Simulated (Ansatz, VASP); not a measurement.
**One calculation of Au, two programs**

The input INCAR:

```
SYSTEM = Au
PREC     = Accurate       ! precision mode
ENCUT    = 520            ! plane-wave cutoff, eV
EDIFF    = 1E-6           ! SCF threshold, eV
ISMEAR   = -1             ! smearing method
SIGMA    = 0.05           ! smearing width, eV
LREAL    = .FALSE.        ! projectors in reciprocal space
LASPH    = .TRUE.         ! aspherical terms in the spheres
NELM     = 100            ! most SCF steps
ALGO     = Fast           ! electronic algorithm
ISIF     = 2              ! what is computed and relaxed
LWAVE    = .FALSE.        ! write WAVECAR
LCHARG   = .FALSE.        ! write CHGCAR
GGA      = PE             ! functional
NBANDS   = 18             ! bands
```

Contents of KPOINTS:

```
Automatic mesh
0
G
  10 10 6
  0 0 0
```

The input POSCAR:

```
Au
1.0
    2.7580139704      0.0000000000      0.0000000000
   -0.0126908779      2.7626087492      0.0000000000
   -1.1146628489     -1.1612121098      4.8234957461
Au
2
Direct
    0.6728620000      0.6659620000      0.2740550000
    0.3271380000      0.3340380000      0.7259450000
```

File input.yaml:

```yaml
crystal:
  lattice:
    - [2.7580139704, 0.0, 0.0]
    - [-0.0126908779, 2.7626087492, 0.0]
    - [-1.1146628489, -1.1612121098, 4.8234957461]
  atoms:
    - { symbol: Au, position: [0.672862, 0.665962, 0.274055] }
    - { symbol: Au, position: [0.327138, 0.334038, 0.725945] }
hamiltonian:
  xc: pbe
  pseudopotentials: { kind: paw }
kpoints:
  mp_grid: { grid: [10, 10, 6] }
scf:
  occupations: { method: fermi_dirac, width: 0.05 }
output:
  forces: true
  stress: true
  eigenvalues: true
  write_density: true
  write_potential: true
  elf: true
  volumetric_format: npy
```

Alike in both runs: task single point; functional PBE; k mesh 10 × 10 × 6; occupations fermi-dirac, width 0.05 eV; no spin polarisation.

```csv
,VASP,Ansatz
version,VASP 6.6.1,Ansatz 0.2.0
potentials or method,"VASP PAW PBE potentials, release 64 (Au)",Ansatz PAW
plane-wave cutoff (eV),520,420
valence electrons in the cell,22,38
```

Ansatz gave:

| Item | Value |
| --- | --- |
| gap on the k mesh at the Fermi level (eV) | none |
| pressure (GPa) | 7.8 |
| traceless stress, the component that is largest in VASP (GPa) | 1.82 |
| rms of the force components (eV/Å) | 0.047 |

**Question.** What did VASP give for the same quantities?

**Answer.** gap on the k mesh at the Fermi level (eV): none; pressure (GPa): 7.6; traceless stress, the component that is largest in VASP (GPa): 1.80; rms of the force components (eV/Å): 0.046.

Atom by atom the forces differ by 0.001 eV/Å (rms over components). A gap of «none» marks a metal or a gap that the smearing closes. The functional is the same, so the differences come from potentials, cutoffs and numerics. VASP's potentials hold 22 valence electrons a cell and Ansatz's 38, so a difference there can come from the potentials and not from the codes.

Neither program's run includes spin-orbit coupling.
